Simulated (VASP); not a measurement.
NiN2:

```
Ni N
1.0
     3.28230    0.00000    0.00000
     0.00000    3.28230    0.00000
     0.00000    0.00000    4.72525
Ni N
2 4
Direct
  0.00000 0.00000 0.00000
  0.50000 0.50000 0.50000
  0.00000 0.50000 0.20300
  0.00000 0.50000 0.70300
  0.50000 0.00000 0.29700
  0.50000 0.00000 0.79700
```

| Item | Value |
| --- | --- |
| Program | VASP 6.6.1 |
| Task | relaxation of cell and atoms |
| Functional | PBE |
| Potentials or basis | VASP PAW PBE potentials, release 64 (Ni, N) |
| Cutoff | 600 eV |
| k mesh | 6 × 6 × 4 |
| Occupations | gaussian, width 0.1 eV |
| Spin | no spin polarisation |

At the start: pressure 5.0 GPa; volume 8.48 Å³/atom.

Question: Where does the relaxation end?

Answer: Over 5 steps the energy falls by 108.8 meV/atom and the volume is 8.44 Å³/atom (-0.6 %); space group P4_2/nmc (No. 137, to 0.1 Å) before, I4/mmm (No. 139, to 0.1 Å).

The path:
| step | energy change (eV) | largest force (eV/Å) | pressure (GPa) | volume (Å³) |
| --- | --- | --- | --- | --- |
| 1 | 0.0000 | 1.1239 | 5.04 | 50.91 |
| 2 | -0.2551 | 0.8086 | -6.76 | 52.88 |
| 3 | -0.2976 | 0.6112 | -12.33 | 54.09 |
| 4 | -0.4620 | 0.4713 | -9.76 | 53.10 |
| 5 | -0.6531 | 0.0067 | -0.18 | 50.61 |

Final structure:
```
Ni N
1.0
     3.40574    0.00000    0.00000
     0.00000    3.40574    0.00000
     0.00000    0.00000    4.36338
Ni N
2 4
Cartesian
  0.0000 0.0000 0.0000
  1.7029 1.7029 2.1817
  0.0000 1.7029 1.0896
  0.0000 1.7029 3.2713
  1.7029 0.0000 1.0921
  1.7029 0.0000 3.2738
```

Caveat: the run has no spin polarisation, though such a crystal can be magnetic.
